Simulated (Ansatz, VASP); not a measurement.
This is a calculation of BiTe for Ansatz 0.2.0.

The input input.yaml:

```yaml
crystal:
  lattice:
    - [0.0, 3.2564244654, 3.2564244654]
    - [3.2564244654, 0.0, 3.2564244654]
    - [3.2564244654, 3.2564244654, 0.0]
  atoms:
    - { symbol: Bi, position: [0.0, 0.0, 0.0] }
    - { symbol: Te, position: [0.5, 0.5, 0.5] }
kpoints:
  mp_grid: { grid: [5, 5, 5] }
scf:
  occupations: { method: fermi_dirac, width: 0.05 }
hamiltonian:
  xc: { exchange: pbe, correlation: none }
  pseudopotentials: { kind: all_electron, lapw: { basis_error: 0.001 } }
magnetization:
  noncollinear: true
  spin_orbit: true
output:
  forces: true
  stress: true
  eigenvalues: true
```

Potentials or basis: all-electron LAPW, relativistic spinors.

Command:

```sh
$ ansatz run input.yaml --threads 1 --pin off --max-ram 2560MiB --backend cpu --events-out ev --progress --plain --runs-dir out
```

**Question.** Set up the same calculation for VASP 6.6.1. Potentials there: VASP PAW PBE potentials, release 64 (Bi_d, Te).

**Answer.** As run (the cutoff follows the program's own potentials):

Contents of INCAR:

```
SYSTEM = BiTe
PREC = Accurate ; ENCUT = 520
EDIFF = 1E-6 ; ISMEAR = -1
SIGMA = 0.05 ; LREAL = .False.
LASPH = .True. ; NELM = 150
ALGO = Normal ; ISIF = 2
LWAVE = .False. ; LCHARG = .False.
LNONCOLLINEAR = .True. ; MAGMOM = 0 0 0 0 0 0
LORBIT = 11 ; LSORBIT = .True.
GGA_COMPAT = .False. ; LORBMOM = .True.
GGA = PE ; ALDAC = 0.0
AGGAC = 0.0 ; NBANDS = 33
```

File KPOINTS:

```
Automatic mesh
0
Gamma
  5 5 5
  0 0 0
```

Contents of POSCAR:

```
BiTe
1.0
    0.0000000000      3.2564244654      3.2564244654
    3.2564244654      0.0000000000      3.2564244654
    3.2564244654      3.2564244654      0.0000000000
Bi Te
1 1
Direct
    0.0000000000      0.0000000000      0.0000000000
    0.5000000000      0.5000000000      0.5000000000
```

Potentials or basis: VASP PAW PBE potentials, release 64 (Bi_d, Te).

Run with:

```sh
$ cat potpaw_PBE.64/Bi_d/POTCAR potpaw_PBE.64/Te/POTCAR > POTCAR
$ mpirun -np 1 vasp_ncl > vasp.out
```

Both were run:

|  | VASP | Ansatz | Ansatz less VASP |
| --- | --- | --- | --- |
| pressure (GPa) | 9.9 | 10.0 | +0.11 |
| net moment per atom (μB) | 0.00 | 0.00 | 0.000 |

VASP's potentials were made for PBE, not for PBE exchange alone. Ansatz ran all-electron here, and VASP with PAW potentials.

Noted on Ansatz's run: the k mesh is thin for a metal, which can move the energy by tens of meV per atom.
